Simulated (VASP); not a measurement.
# SnSe (I4/mmm) in VASP: a series of runs

The runs below take SnSe through single point, with PBEsol.

All numbers are computed with VASP 6.6.1; they aren't measurements. Logs are shortened: lines on timing, memory, paths and dates and some standing lists are left out, and cuts for length are marked.

### Step 1. The cell of the first run

It takes space group I4/mmm (No. 139, tetragonal). The conventional cell has a = 4.257 Å, b = 4.257 Å, c = 5.900 Å, α = 90.00°, β = 90.00°, γ = 90.00°. Sn (site symmetry 4/mmm) has 6 Se at 2.95 to 3.01 Å within 3.9 Å. Within 3.9 Å of Se (site symmetry 4/mmm) lie 6 Sn at 2.95 to 3.01 Å.

### Step 2. Single point, PBEsol (strain -0.0200 x Voigt [0, 0, 1, 0, 0, 0])

Contents of INCAR:

```
ALGO = Normal
EDIFF = 1E-7
ENCUT = 520
GGA = PS
ISIF = 2
ISMEAR = 0
LASPH = True
LCHARG = False
LREAL = False
LWAVE = False
NBANDS = 17
NELM = 60
PREC = Accurate
SIGMA = 0.05
```

Contents of KPOINTS:

```
k-points
0
Gamma
  8 8 8
```

Contents of POSCAR:

```
SnSe
1.0
    0.0000000000      3.0100000000      2.9498000000
    3.0100000000      0.0000000000      2.9498000000
    3.0100000000      3.0100000000      0.0000000000
Sn Se
1 1
Direct
    0.0000000000      0.0000000000      0.0000000000
    0.5000000000      0.5000000000      0.5000000000
```

Potentials or basis: VASP PAW PBE potentials, release 64 (Sn_d, Se).

Command:

```sh
> cat potpaw_PBE.64/Sn_d/POTCAR potpaw_PBE.64/Se/POTCAR > POTCAR
> mpirun -np 1 vasp_std > vasp.out
```

OUTCAR:

```text
EDIFF = 1E-7
   ENCUT = 520
   GGA = PS
   ISIF = 2
   ISMEAR = 0
   LASPH = True
   LREAL = False
   NELM = 60
   PREC = Accurate

 ion  position               nearest neighbor table
   1  0.000  0.000  0.000-   2 2.95   2 2.95   2 3.01   2 3.01   2 3.01   2 3.01
   2  0.500  0.500  0.500-   1 2.95   1 2.95   1 3.01   1 3.01   1 3.01   1 3.01

  LATTYP: Found a body centered tetragonal cell.
 ALAT       =     4.2567828227
 C/A-ratio  =     1.3859292911

  Lattice vectors:

 A1 = (   0.0000000000,  -3.0100000000,  -2.9498000000)
 A2 = (   0.0000000000,   3.0100000000,  -2.9498000000)
 A3 = (   3.0100000000,   0.0000000000,   2.9498000000)

Analysis of symmetry for initial positions (statically):
=====================================================================
 Subroutine PRICEL returns:
 Original cell was already a primitive cell.

 Routine SETGRP: Setting up the symmetry group for a
 body centered tetragonal supercell.

 Subroutine GETGRP returns: Found 16 space group operations
 (whereof 16 operations were pure point group operations)
 out of a pool of 16 trial point group operations.

The static configuration has the point symmetry D_4h.

Analysis of symmetry for dynamics (positions and initial velocities):
=====================================================================
 Subroutine PRICEL returns:
 Original cell was already a primitive cell.

 Routine SETGRP: Setting up the symmetry group for a
 body centered tetragonal supercell.

 Subroutine GETGRP returns: Found 16 space group operations
 (whereof 16 operations were pure point group operations)
 out of a pool of 16 trial point group operations.

The dynamic configuration has the point symmetry D_4h.

 Subroutine INISYM returns: Found 16 space group operations
 (whereof 16 operations are pure point group operations),
 and found     1 'primitive' translations

----------------------------------------------------------------------------------------

                                     Primitive cell

  volume of cell :      53.4510

  direct lattice vectors                    reciprocal lattice vectors
     0.000000000  3.010000000  2.949800000    -0.166112957  0.166112957  0.169503017
     3.010000000  0.000000000  2.949800000     0.166112957 -0.166112957  0.169503017
     3.010000000  3.010000000  0.000000000     0.166112957  0.166112957 -0.169503017

  length of vectors
     4.214429978  4.214429978  4.256782823     0.289686558  0.289686558  0.289686558

  position of ions in fractional coordinates (direct lattice)
     0.000000000  0.000000000  0.000000000
     0.500000000  0.500000000  0.500000000

  ion indices of the primitive-cell ions
   primitive index   ion index
                 1           1
                 2           2

----------------------------------------------------------------------------------------

 KPOINTS: k-points

Automatic generation of k-mesh.
 Grid dimensions read from file:
 generate k-points for:    8    8    8

 Generating k-lattice:

  Cartesian coordinates                     Fractional coordinates (reciprocal lattice)
    -0.020764120  0.020764120  0.021187877     0.125000000  0.000000000  0.000000000
     0.020764120 -0.020764120  0.021187877     0.000000000  0.125000000  0.000000000
     0.020764120  0.020764120 -0.021187877     0.000000000  0.000000000  0.125000000

  Length of vectors
     0.036210820  0.036210820  0.036210820

  Shift w.r.t. Gamma in fractional coordinates (k-lattice)
     0.000000000  0.000000000  0.000000000

 Subroutine IBZKPT returns following result:
 ===========================================

 Found     59 irreducible k-points:

 Following reciprocal coordinates:
            Coordinates               Weight
  0.000000  0.000000  0.000000      1.000000
  0.125000  0.000000  0.000000      8.000000
  0.250000  0.000000  0.000000      8.000000
  0.375000  0.000000  0.000000      8.000000
  0.500000  0.000000  0.000000      4.000000
  0.125000  0.125000  0.000000      2.000000
[... 16 lines left out ...]
  0.250000  0.000000  0.125000     16.000000
  0.375000  0.000000  0.125000     16.000000
 [... further k-points ...]
   k-points           NKPTS =     59   k-points in BZ     NKDIM =     59   number of bands    NBANDS=     17
   number of dos      NEDOS =    301   number of ions     NIONS =      2
   total plane-waves  NPLWV =  32768
   dimension x,y,z NGX =    32 NGY =   32 NGZ =   32
   dimension x,y,z NGXF=    64 NGYF=   64 NGZF=   64
   ions per type =               1   1
   NGX,Y,Z   is equivalent  to a cutoff of  12.62, 12.62, 12.50 a.u.
   NGXF,Y,Z  is equivalent  to a cutoff of  25.25, 25.25, 24.99 a.u.
 SYSTEM =  unknown system
   PREC   = accura    normal or accurate (medium, high low for compatibility)
   ISTART =      0    job   : 0-new  1-cont  2-samecut
   ICHARG =      2    charge: 1-file 2-atom 10-const
   ISPIN  =      1    spin polarized calculation?
   LNONCOLLINEAR =      F non collinear calculations
[... 93 lines left out ...]
     17      16.8803      0.00000

 k-point     4 :       0.3750    0.0000    0.0000
  band No.  band energies     occupation
      1     -15.8246      2.00000
      2     -15.8197      2.00000
      3     -15.8122      2.00000
      4     -15.8020      2.00000
      5     -15.7998      2.00000
      6      -7.5532      2.00000
[... 9 lines left out ...]
     16      14.3306      0.00000
     17      17.1020      0.00000

 k-point     5 :       0.5000    0.0000    0.0000
  band No.  band energies     occupation
      1     -15.8258      2.00000
      2     -15.8210      2.00000
      3     -15.8119      2.00000
      4     -15.8001      2.00000
      5     -15.7975      2.00000
      6      -7.3670      2.00000
[... 9 lines left out ...]
     16      15.8901      0.00000
     17      15.9413      0.00000

 k-point     6 :       0.1250    0.1250    0.0000
  band No.  band energies     occupation
      1     -15.8187      2.00000
      2     -15.8171      2.00000
      3     -15.8133      2.00000
      4     -15.8090      2.00000
      5     -15.8090      2.00000
      6      -8.1939      2.00000
[... 9 lines left out ...]
     16      12.5207      0.00000
     17      13.8905      0.00000

 k-point     7 :       0.2500    0.1250    0.0000
  band No.  band energies     occupation
      1     -15.8191      2.00000
      2     -15.8176      2.00000
      3     -15.8169      2.00000
      4     -15.8056      2.00000
      5     -15.8044      2.00000
      6      -7.9440      2.00000
[... 9 lines left out ...]
     16      13.5298      0.00000
     17      15.1901      0.00000

 k-point     8 :       0.3750    0.1250    0.0000
  band No.  band energies     occupation
      1     -15.8220      2.00000
      2     -15.8204      2.00000
      3     -15.8156      2.00000
      4     -15.8024      2.00000
      5     -15.7991      2.00000
      6      -7.5821      2.00000
[... 9 lines left out ...]
     16      14.9826      0.00000
     17      16.9852      0.00000
[... 203 lines left out ...]
      1     -15.8404      2.00000
      2     -15.8233      2.00000
      3     -15.8111      2.00000
      4     -15.7935      2.00000
      5     -15.7928      2.00000
      6      -7.0743      2.00000
[... 9 lines left out ...]
     16      16.7911      0.00000
     17      17.1946      0.00000

 k-point    20 :      -0.3750    0.3750    0.0000
  band No.  band energies     occupation
      1     -15.8362      2.00000
      2     -15.8185      2.00000
      3     -15.8146      2.00000
      4     -15.7965      2.00000
      5     -15.7942      2.00000
      6      -7.0438      2.00000
[... 9 lines left out ...]
     16      15.5177      0.00000
     17      18.2838      0.00000

 k-point    21 :       0.5000    0.5000    0.0000
  band No.  band energies     occupation
      1     -15.8445      2.00000
      2     -15.8254      2.00000
      3     -15.8091      2.00000
      4     -15.7914      2.00000
      5     -15.7914      2.00000
      6      -7.0155      2.00000
[... 9 lines left out ...]
     16      17.3851      0.00000
     17      18.2198      0.00000

 k-point    22 :       0.1250    0.0000    0.1250
  band No.  band energies     occupation
      1     -15.8207      2.00000
      2     -15.8151      2.00000
      3     -15.8129      2.00000
      4     -15.8098      2.00000
      5     -15.8089      2.00000
      6      -8.2024      2.00000
[... 9 lines left out ...]
     16      12.5786      0.00000
     17      14.0074      0.00000

 k-point    23 :       0.2500    0.0000    0.1250
  band No.  band energies     occupation
      1     -15.8239      2.00000
      2     -15.8141      2.00000
      3     -15.8126      2.00000
      4     -15.8092      2.00000
      5     -15.8045      2.00000
      6      -7.9602      2.00000
[... 9 lines left out ...]
     16      13.4890      0.00000
     17      15.2906      0.00000

 k-point    24 :       0.3750    0.0000    0.1250
  band No.  band energies     occupation
      1     -15.8269      2.00000
      2     -15.8163      2.00000
      3     -15.8114      2.00000
      4     -15.8055      2.00000
      5     -15.7998      2.00000
      6      -7.6012      2.00000
[... 9 lines left out ...]
     16      14.8825      0.00000
     17      16.9892      0.00000

 [... further k-points ...]
[... 5 lines left out ...]
  --------------------------------------------------------------------------------------
  -------------------------------------------------------------------------------------
  Total       -0.5781219     -0.5781219      0.2983513      0.0000000      0.0000000      0.0000000
  in kB      -17.3290380    -17.3290380      8.9429953      0.0000000      0.0000000      0.0000000
  external PRESSURE =      -8.5716936 kB  Pullay stress =       0.0000000 kB

 VOLUME and BASIS-vectors are now :
 -----------------------------------------------------------------------------
  energy-cutoff  :      520.00
  volume of cell :       53.45
      direct lattice vectors                 reciprocal lattice vectors
     0.000000000  3.010000000  2.949800000    -0.166112957  0.166112957  0.169503017
     3.010000000  0.000000000  2.949800000     0.166112957 -0.166112957  0.169503017
     3.010000000  3.010000000  0.000000000     0.166112957  0.166112957 -0.169503017

 POSITION                                       TOTAL-FORCE (eV/Angst)
 -----------------------------------------------------------------------------------
      0.00000      0.00000      0.00000         0.000000      0.000000      0.000000
      3.01000      3.01000      2.94980        -0.000000     -0.000000      0.000000
 -----------------------------------------------------------------------------------
    total drift:                                0.000000     -0.000000     -0.000000

  FREE ENERGIE OF THE ION-ELECTRON SYSTEM (eV)
  ---------------------------------------------------
  free  energy   TOTEN  =        -8.9775096372 eV

  energy  without entropy=       -8.9775096372  energy(sigma->0) =       -8.97750964
```

Wall time 14 s (1 thread of Intel Xeon 6975P-C (Granite Rapids), shared host); peak memory 0.2 GiB.

What came out:

* Free energy: -8.9775 eV
* Pressure: -0.9 GPa
* Band gap on the k mesh: 0.72 eV, indirect (least direct gap 0.75 eV)

Caveat: the cell differs from its parent crystal (strain -0.0200 x Voigt [0, 0, 1, 0, 0, 0]); the PAW data sets were made with another functional, which shifts forces and pressure a little; spin-orbit coupling is left out, which moves the levels of the heavy elements.

### Step 3. Single point, PBEsol (strain -0.0100 x Voigt [0, 0, 1, 0, 0, 0])

Contents of INCAR:

```
ALGO = Normal
EDIFF = 1E-6
ENCUT = 520
GGA = PS
ISIF = 2
ISMEAR = 0
LASPH = T
LCHARG = F
LREAL = F
LWAVE = F
NBANDS = 17
NELM = 60
PREC = Accurate
SIGMA = 0.05
```

KPOINTS is that of step 2.

Contents of POSCAR:

```
SnSe
1.0
    0.0000000000      3.0100000000      2.9799000000
    3.0100000000      0.0000000000      2.9799000000
    3.0100000000      3.0100000000      0.0000000000
Sn Se
1 1
Direct
    0.0000000000      0.0000000000      0.0000000000
    0.5000000000      0.5000000000      0.5000000000
```

Potentials or basis: VASP PAW PBE potentials, release 64 (Sn_d, Se).

Command:

```sh
> cat potpaw_PBE.64/Sn_d/POTCAR potpaw_PBE.64/Se/POTCAR > POTCAR
> mpirun -np 1 vasp_std > vasp.out
```

Run time: 14 s. Hardware: 1 thread of Intel Xeon 6975P-C (Granite Rapids), shared host; peak memory 0.2 GiB.

It converged, with:

```
Free energy            : -8.9781 eV
Pressure               : -1.4 GPa
Band gap on the k mesh : 0.70 eV, direct
```

Stress tensor (GPa, compression positive):
```
-1.83  0.00  0.00
 0.00 -1.83  0.00
 0.00  0.00 -0.60
```

Levels at points of the mesh, in eV from the valence-band top:
```tsv
k point	band 7	band 8	band 9	band 10	band 11	band 12	band 13	band 14
(0.00, 0.00, 0.00)	-4.98	-2.18	-2.09	-2.09	4.34	4.34	4.58	5.86
(0.50, 0.00, 0.00)	-8.04	-1.88	-1.86	0.00	0.70	1.27	1.33	8.24
(0.50, 0.50, 0.00)	-5.97	-5.49	-3.62	-3.62	2.96	5.44	5.44	6.18
(0.50, 0.00, 0.50)	-5.93	-5.47	-3.65	-3.54	2.99	5.37	5.61	6.04
```

Caveat: the cell differs from its parent crystal (strain -0.0100 x Voigt [0, 0, 1, 0, 0, 0]); the PAW data sets were made with another functional, which shifts forces and pressure a little; spin-orbit coupling is left out, which moves the levels of the heavy elements.

### Step 4. Single point, PBEsol (strain +0.0100 x Voigt [0, 0, 1, 0, 0, 0])

Contents of INCAR:

```
SYSTEM = SnSe
ALGO = Normal
EDIFF = 1E-6
ENCUT = 520
GGA = PS
ISIF = 2
ISMEAR = 0
LASPH = .TRUE.
LCHARG = .TRUE.
LELF = .TRUE.
LREAL = .FALSE.
LVHAR = .TRUE.
LWAVE = .FALSE.
NBANDS = 17
NELM = 60
PREC = Accurate
SIGMA = 0.05
```

Contents of KPOINTS:

```
k-points
0
G
  8 8 8
  0 0 0
```

Contents of POSCAR:

```
SnSe
1.0
    0.0000000000      3.0100000000      3.0401000000
    3.0100000000      0.0000000000      3.0401000000
    3.0100000000      3.0100000000      0.0000000000
Sn Se
1 1
Direct
    0.0000000000      0.0000000000      0.0000000000
    0.5000000000      0.5000000000      0.5000000000
```

Command:

```sh
> cat potpaw_PBE.64/Sn_d/POTCAR potpaw_PBE.64/Se/POTCAR > POTCAR
> mpirun -np 1 vasp_std > vasp.out
```

Run time: 14 s. Hardware: 1 thread of Intel Xeon 6975P-C (Granite Rapids), shared host; peak memory 0.2 GiB.

Results (log left out):

```yaml
Free_energy: -8.9655 eV
Pressure: -2.4 GPa
Band_gap_on_the_k_mesh: 0.61 eV, direct
```

Stress tensor (GPa, compression positive):
```
-2.02  0.00  0.00
 0.00 -2.02  0.00
 0.00  0.00 -3.09
```

Levels at points of the mesh, in eV from the valence-band top:
| k point | band 7 | band 8 | band 9 | band 10 | band 11 | band 12 | band 13 | band 14 |
| --- | --- | --- | --- | --- | --- | --- | --- | --- |
| (0.00, 0.00, 0.00) | -5.06 | -2.11 | -2.11 | -2.01 | 4.17 | 4.41 | 4.41 | 5.85 |
| (0.50, 0.00, 0.00) | -7.95 | -1.84 | -1.82 | 0.00 | 0.61 | 1.27 | 1.32 | 8.17 |
| (0.50, 0.50, 0.00) | -5.93 | -5.34 | -3.51 | -3.51 | 3.05 | 5.38 | 5.38 | 5.86 |
| (0.50, 0.00, 0.50) | -5.97 | -5.36 | -3.58 | -3.47 | 3.02 | 5.21 | 5.45 | 5.99 |

Caveat: the cell differs from its parent crystal (strain +0.0100 x Voigt [0, 0, 1, 0, 0, 0]); the PAW data sets were made with another functional, which shifts forces and pressure a little; spin-orbit coupling is left out, which moves the levels of the heavy elements.

### Step 5. Single point, PBEsol (strain +0.0200 x Voigt [0, 0, 1, 0, 0, 0])

Contents of INCAR:

```
PREC = Accurate
ENCUT = 520
EDIFF = 1E-6
ISMEAR = 0
SIGMA = 0.05
LREAL = F
LASPH = T
NELM = 60
ALGO = Normal
ISIF = 2
LWAVE = F
LCHARG = T
GGA = PS
LELF = T
LVHAR = T
NBANDS = 17
```

Contents of KPOINTS:

```
regular mesh
0
Gamma
  8 8 8
```

Contents of POSCAR:

```
SnSe
1.0
    0.0000000000      3.0100000000      3.0702000000
    3.0100000000      0.0000000000      3.0702000000
    3.0100000000      3.0100000000      0.0000000000
Sn Se
1 1
Direct
    0.0000000000      0.0000000000      0.0000000000
    0.5000000000      0.5000000000      0.5000000000
```

Command:

```sh
> cat potpaw_PBE.64/Sn_d/POTCAR potpaw_PBE.64/Se/POTCAR > POTCAR
> mpirun -np 1 vasp_std > vasp.out
```

It took 15 s on 1 thread of Intel Xeon 6975P-C (Granite Rapids), shared host; peak memory 0.21 GiB.

It converged, with:

```
Free energy            : -8.9534 eV
Pressure               : -2.8 GPa
Band gap on the k mesh : 0.58 eV, direct
```

Stress tensor (GPa, compression positive):
```
-2.12  0.00  0.00
 0.00 -2.12  0.00
 0.00  0.00 -4.10
```

Levels at points of the mesh, in eV from the valence-band top:
| k point | band 8 | band 9 | band 10 | band 11 | band 12 | band 13 |
| --- | --- | --- | --- | --- | --- | --- |
| (0.00, 0.00, 0.00) | -2.12 | -2.12 | -1.93 | 3.99 | 4.44 | 4.44 |
| (0.50, 0.00, 0.00) | -1.83 | -1.79 | 0.00 | 0.58 | 1.25 | 1.35 |
| (0.50, 0.50, 0.00) | -5.26 | -3.45 | -3.45 | 3.10 | 5.36 | 5.36 |
| (0.50, 0.00, 0.50) | -5.31 | -3.60 | -3.38 | 3.04 | 5.02 | 5.49 |

Caveat: the cell differs from its parent crystal (strain +0.0200 x Voigt [0, 0, 1, 0, 0, 0]); the PAW data sets were made with another functional, which shifts forces and pressure a little; spin-orbit coupling is left out, which moves the levels of the heavy elements. A k mesh can miss the band edges.

### Step 6. The runs side by side

```csv
cell,gap on the mesh (eV),pressure (GPa)
"a = 4.214, b = 4.214, c = 4.257 Å, angles 59.7, 59.7, 60.7°, 2 atoms",0.72,-0.9
"a = 4.236, b = 4.236, c = 4.257 Å, angles 59.8, 59.8, 60.3°, 2 atoms",0.70,-1.4
"a = 4.278, b = 4.278, c = 4.257 Å, angles 60.2, 60.2, 59.7°, 2 atoms",0.61,-2.4
"a = 4.300, b = 4.300, c = 4.257 Å, angles 60.3, 60.3, 59.3°, 2 atoms",0.58,-2.8
```

Alike in all rows: task single point; level PBEsol; potentials or basis VASP PAW PBE potentials, release 64 (Sn_d, Se); no spin polarisation; k mesh 8 × 8 × 8; cutoff (eV) 520; smearing gaussian 0.05 eV.

Caveats: the PAW data sets were made with another functional, which shifts forces and pressure a little; spin-orbit coupling is left out, which moves the levels of the heavy elements.

Total energies depend on the potentials used, so only differences within one code and one set of settings carry meaning.
